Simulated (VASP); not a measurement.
# MgO (rock salt type) in VASP: notebook, part 2 of 3

VASP 6.6.1.

## Step 4: Single point, HSE06

POSCAR reads:

```
MgO
1.0
    0.0000000000      2.1250000000      2.1250000000
    2.1250000000      0.0000000000      2.1250000000
    2.1250000000      2.1250000000      0.0000000000
Mg O
1 1
Direct
    0.0000000000      0.0000000000      0.0000000000
    0.5000000000      0.5000000000      0.5000000000
```

INCAR.step1 reads:

```
PREC = Accurate ; ENCUT = 520
EDIFF = 1E-5 ; ISMEAR = -1
SIGMA = 0.02 ; LREAL = False
LASPH = True ; NELM = 80
ALGO = Normal ; ISIF = 2
LWAVE = True ; LCHARG = False
NBANDS = 11 ; GGA = PE
```

INCAR.step2 reads:

```
PREC = Accurate ; ENCUT = 520
EDIFF = 1E-7 ; ISMEAR = -1
SIGMA = 0.02 ; LREAL = False
LASPH = True ; NELM = 80
ALGO = Normal ; ISIF = 2
LWAVE = False ; LCHARG = False
GGA = PE ; LHFCALC = True
HFSCREEN = 0.2079 ; PRECFOCK = Normal
NBANDS = 11 ; ISTART = 1
```

KPOINTS reads:

```
Automatic mesh
0
Gamma
  3 3 3
```

Potentials or basis: VASP PAW PBE potentials, release 64 (Mg, O).

The run is started by

```console
> cat potpaw_PBE.64/Mg/POTCAR potpaw_PBE.64/O/POTCAR > POTCAR
> cp INCAR.step1 INCAR
> mpirun -np 1 vasp_std > vasp.out
> cp INCAR.step2 INCAR
> mpirun -np 1 vasp_std > vasp.out
```

OUTCAR:

```text
PREC = Accurate
   ENCUT = 520
   EDIFF = 1E-7
   ISMEAR = -1
   LREAL = False
   LASPH = True
   NELM = 80
   ISIF = 2
   GGA = PE
   LHFCALC = True
   HFSCREEN = 0.2079
   PRECFOCK = Normal
   ISTART = 1

 ion  position               nearest neighbor table
   1  0.000  0.000  0.000-   2 2.12   2 2.12   2 2.12   2 2.12   2 2.12   2 2.12
   2  0.500  0.500  0.500-   1 2.12   1 2.12   1 2.12   1 2.12   1 2.12   1 2.12

  LATTYP: Found a face centered cubic cell.
 ALAT       =     4.2500000000

  Lattice vectors:

 A1 = (   0.0000000000,   2.1250000000,   2.1250000000)
 A2 = (   2.1250000000,   0.0000000000,   2.1250000000)
 A3 = (   2.1250000000,   2.1250000000,   0.0000000000)

Analysis of symmetry for initial positions (statically):
=====================================================================
 Subroutine PRICEL returns:
 Original cell was already a primitive cell.

 Routine SETGRP: Setting up the symmetry group for a
 face centered cubic supercell.

 Subroutine GETGRP returns: Found 48 space group operations
[... 159 lines left out ...]
 k-point     1 :       0.0000    0.0000    0.0000
  band No.  band energies     occupation
      1     -16.8670      2.00000
      2       1.7878      2.00000
      3       1.7878      2.00000
      4       1.7878      2.00000
      5       7.9948      0.00000
      6      19.3518      0.00000
      7      19.3518      0.00000
      8      19.3518      0.00000
      9      23.2075      0.00000
     10      25.1019      0.00000
     11      25.1019      0.00000
[... 29 lines left out ...]
 k-point     4 :      -0.3333    0.3333    0.0000
  band No.  band energies     occupation
      1     -15.3506      2.00000
      2      -1.5449      2.00000
      3      -1.3866      2.00000
      4       0.7452      2.00000
      5      13.7897      0.00000
      6      15.8483      0.00000
      7      16.0032      0.00000
      8      21.3588      0.00000
      9      22.3837      0.00000
     10      26.7721      0.00000
     11      31.0900      0.00000

------------------------ aborting loop because EDIFF is reached ----------------------------------------

  FORCE on cell =-STRESS in cart. coord.  units (eV):
  Direction    XX          YY          ZZ          XY          YZ          ZX
  --------------------------------------------------------------------------------------
  -------------------------------------------------------------------------------------
  Total       -0.6607326     -0.6607326     -0.6607326      0.0000000     -0.0000000      0.0000000
  in kB      -55.1606649    -55.1606649    -55.1606649      0.0000000     -0.0000000      0.0000000
  external PRESSURE =     -55.1606649 kB  Pullay stress =       0.0000000 kB

 VOLUME and BASIS-vectors are now :
 -----------------------------------------------------------------------------
  energy-cutoff  :      520.00
  volume of cell :       19.19
      direct lattice vectors                 reciprocal lattice vectors
     0.000000000  2.125000000  2.125000000    -0.235294118  0.235294118  0.235294118
     2.125000000  0.000000000  2.125000000     0.235294118 -0.235294118  0.235294118
     2.125000000  2.125000000  0.000000000     0.235294118  0.235294118 -0.235294118

 POSITION                                       TOTAL-FORCE (eV/Angst)
 -----------------------------------------------------------------------------------
      0.00000      0.00000      0.00000         0.000000     -0.000000      0.000000
      2.12500      2.12500      2.12500        -0.000000      0.000000     -0.000000
 -----------------------------------------------------------------------------------
    total drift:                               -0.000162     -0.000024      0.000086

  FREE ENERGIE OF THE ION-ELECTRON SYSTEM (eV)
  ---------------------------------------------------
  free  energy   TOTEN  =       -14.1378653785 eV

  energy  without entropy=      -14.1378653785  energy(sigma->0) =      -14.13786538
```

OUTCAR.step1:

```text
PREC = Accurate
   ENCUT = 520
   EDIFF = 1E-5
   ISMEAR = -1
   LREAL = False
[... 255 lines left out ...]
      0.00000      0.00000      0.00000         0.000000      0.000000      0.000000
      2.12500      2.12500      2.12500        -0.000000     -0.000000     -0.000000
 -----------------------------------------------------------------------------------
    total drift:                               -0.000000     -0.000000      0.000000

  FREE ENERGIE OF THE ION-ELECTRON SYSTEM (eV)
  ---------------------------------------------------
  free  energy   TOTEN  =       -11.8211843327 eV

  energy  without entropy=      -11.8211843327  energy(sigma->0) =      -11.82118433
```

OSZICAR.step1:

```text
N       E                     dE             d eps       ncg     rms          rms(c)
DAV:   1     0.121229765616E+02    0.12123E+02   -0.47986E+03    96   0.641E+02
DAV:   2    -0.128255349087E+02   -0.24949E+02   -0.24511E+02   103   0.132E+02
DAV:   3    -0.134347850534E+02   -0.60925E+00   -0.60859E+00   103   0.171E+01
DAV:   4    -0.134360518569E+02   -0.12668E-02   -0.12668E-02    97   0.968E-01
DAV:   5    -0.134360560617E+02   -0.42049E-05   -0.42049E-05   100   0.553E-02    0.728E+00
DAV:   6    -0.118381563810E+02    0.15979E+01   -0.90602E+00    91   0.165E+01    0.226E+00
DAV:   7    -0.118262494800E+02    0.11907E-01   -0.50543E-02    94   0.209E+00    0.137E+00
DAV:   8    -0.118214535539E+02    0.47959E-02   -0.29299E-02    88   0.191E+00    0.223E-01
DAV:   9    -0.118211491854E+02    0.30437E-03   -0.47378E-04    97   0.153E-01    0.129E-01
DAV:  10    -0.118211824160E+02   -0.33231E-04   -0.44358E-04    91   0.158E-01    0.744E-03
DAV:  11    -0.118211843327E+02   -0.19167E-05   -0.22388E-06    62   0.126E-02
   1 F= -.11821184E+02 E0= -.11821184E+02  d E =-.950995E-13
```

Wall time 46 s (1 thread of AMD EPYC 9R45, shared host); peak memory 0.22 GiB.

Results:

| Quantity | Value |
| --- | --- |
| Free energy | -14.1379 eV |
| Pressure | -5.5 GPa |
| Band gap on the k mesh | 6.21 eV, direct |

Levels at points of the mesh, in eV from the valence-band top:
| k point | band 1 | band 2 | band 3 | band 4 | band 5 | band 6 | band 7 | band 8 |
| --- | --- | --- | --- | --- | --- | --- | --- | --- |
| (0.00, 0.00, 0.00) | -18.65 | 0.00 | 0.00 | 0.00 | 6.21 | 17.56 | 17.56 | 17.56 |

Caveat: the k points lie up to 0.85 Å⁻¹ apart; the PAW data sets were made with another functional, which shifts forces and pressure a little.

## Step 5: Single point, HSE06

This run uses another cell than the first one, of 8.83 Å³/atom, 0.920 times its volume.

POSCAR reads:

```
MgO
1.0
    0.0000000000      2.0667512557      2.0667512557
    2.0667512557      0.0000000000      2.0667512557
    2.0667512557      2.0667512557      0.0000000000
Mg O
1 1
Direct
    0.0000000000      0.0000000000      0.0000000000
    0.5000000000      0.5000000000      0.5000000000
```

INCAR.step1 reads:

```
SYSTEM = MgO
PREC = Accurate
ENCUT = 520
EDIFF = 1E-5
ISMEAR = -1
SIGMA = 0.05
LREAL = .FALSE.
LASPH = .TRUE.
NELM = 100
ALGO = Normal
ISIF = 2
LWAVE = .TRUE.
GGA = PE
NBANDS = 11
```

INCAR.step2 reads:

```
SYSTEM = MgO
PREC = Accurate
ENCUT = 520
EDIFF = 1E-6
ISMEAR = -1
SIGMA = 0.05
LREAL = .FALSE.
LASPH = .TRUE.
NELM = 100
ALGO = Normal
ISIF = 2
LWAVE = .FALSE.
LCHARG = .TRUE.
GGA = PE
LHFCALC = .TRUE.
HFSCREEN = 0.2079
PRECFOCK = Normal
LELF = .TRUE.
LVHAR = .TRUE.
ISTART = 1
NBANDS = 11
```

KPOINTS reads:

```
Automatic mesh
0
G
  4 4 4
  0 0 0
```

The run is started by

```console
> cat potpaw_PBE.64/Mg/POTCAR potpaw_PBE.64/O/POTCAR > POTCAR
> cp INCAR.step1 INCAR
> mpirun -np 1 vasp_std > vasp.out
> cp INCAR.step2 INCAR
> mpirun -np 1 vasp_std > vasp.out
```

Wall time 2.2 min (1 thread of AMD EPYC 9R45, shared host); peak memory 0.22 GiB.

Results (log left out):

```
Free energy            : -14.1777 eV
Pressure               : 8.9 GPa
Band gap on the k mesh : 7.07 eV, direct
```

Levels at points of the mesh, in eV from the valence-band top:
| k point | band 1 | band 2 | band 3 | band 4 | band 5 | band 6 | band 7 | band 8 |
| --- | --- | --- | --- | --- | --- | --- | --- | --- |
| (0.00, 0.00, 0.00) | -19.12 | 0.00 | 0.00 | 0.00 | 7.07 | 18.10 | 18.10 | 18.10 |
| (0.50, 0.00, 0.00) | -17.62 | -5.20 | -0.78 | -0.78 | 10.07 | 15.57 | 18.95 | 18.95 |
| (0.50, 0.50, 0.00) | -17.32 | -4.63 | -1.55 | -1.55 | 10.94 | 12.52 | 16.03 | 22.30 |

Caveat: the k points lie up to 0.66 Å⁻¹ apart; the PAW data sets were made with another functional, which shifts forces and pressure a little.

## Step 6: Single point, HSE06

This run uses another cell than the first one, of 8.83 Å³/atom, 0.920 times its volume.

POSCAR is that of step 5.

INCAR.step1 reads:

```
PREC     = Accurate       # precision mode
ENCUT    = 520            # plane-wave cutoff, eV
EDIFF    = 1E-5           # SCF threshold, eV
ISMEAR   = -1             # smearing method
SIGMA    = 0.05           # smearing width, eV
LREAL    = False          # projectors in reciprocal space
LASPH    = True           # aspherical terms in the spheres
NELM     = 100            # most SCF steps
ALGO     = Normal         # electronic algorithm
ISIF     = 2              # what is computed and relaxed
LWAVE    = True           # write WAVECAR
LCHARG   = False          # write CHGCAR
NBANDS   = 11             # bands
GGA      = PE             # functional
```

INCAR.step2 reads:

```
PREC     = Accurate       # precision mode
ENCUT    = 520            # plane-wave cutoff, eV
EDIFF    = 1E-6           # SCF threshold, eV
ISMEAR   = -1             # smearing method
SIGMA    = 0.05           # smearing width, eV
LREAL    = False          # projectors in reciprocal space
LASPH    = True           # aspherical terms in the spheres
NELM     = 100            # most SCF steps
ALGO     = Normal         # electronic algorithm
ISIF     = 2              # what is computed and relaxed
LWAVE    = False          # write WAVECAR
LCHARG   = False          # write CHGCAR
GGA      = PE             # functional
LHFCALC  = True           # exact exchange
HFSCREEN = 0.2079         # screening, 1/A
PRECFOCK = Normal       
NBANDS   = 11             # bands
ISTART   = 1
```

KPOINTS reads:

```
regular mesh
0
Gamma
  4 4 4
```

Potentials or basis: VASP PAW PBE potentials, release 64 (Mg, O).

The run is started by

```console
> cat potpaw_PBE.64/Mg/POTCAR potpaw_PBE.64/O/POTCAR > POTCAR
> cp INCAR.step1 INCAR
> mpirun -np 1 vasp_std > vasp.out
> cp INCAR.step2 INCAR
> mpirun -np 1 vasp_std > vasp.out
```

Run time: 1.9 min. Hardware: 1 thread of AMD EPYC 9R45, shared host; peak memory 0.22 GiB.

It converged, with:

| Property | Result |
| --- | --- |
| Free energy | -14.1777 eV |
| Pressure | 8.9 GPa |
| Band gap on the k mesh | 7.07 eV, direct |

Levels at points of the mesh, in eV from the valence-band top:
```csv
k point,band 1,band 2,band 3,band 4,band 5,band 6,band 7,band 8,band 9
"(0.00, 0.00, 0.00)",-19.12,0.00,0.00,0.00,7.07,18.10,18.10,18.10,22.19
"(0.50, 0.00, 0.00)",-17.62,-5.20,-0.78,-0.78,10.07,15.57,18.95,18.95,23.96
"(0.50, 0.50, 0.00)",-17.32,-4.63,-1.55,-1.55,10.94,12.52,16.03,22.30,22.30
```

Caveat: the k points lie up to 0.66 Å⁻¹ apart; the PAW data sets were made with another functional, which shifts forces and pressure a little.

(Continued in part 3 of 3.)
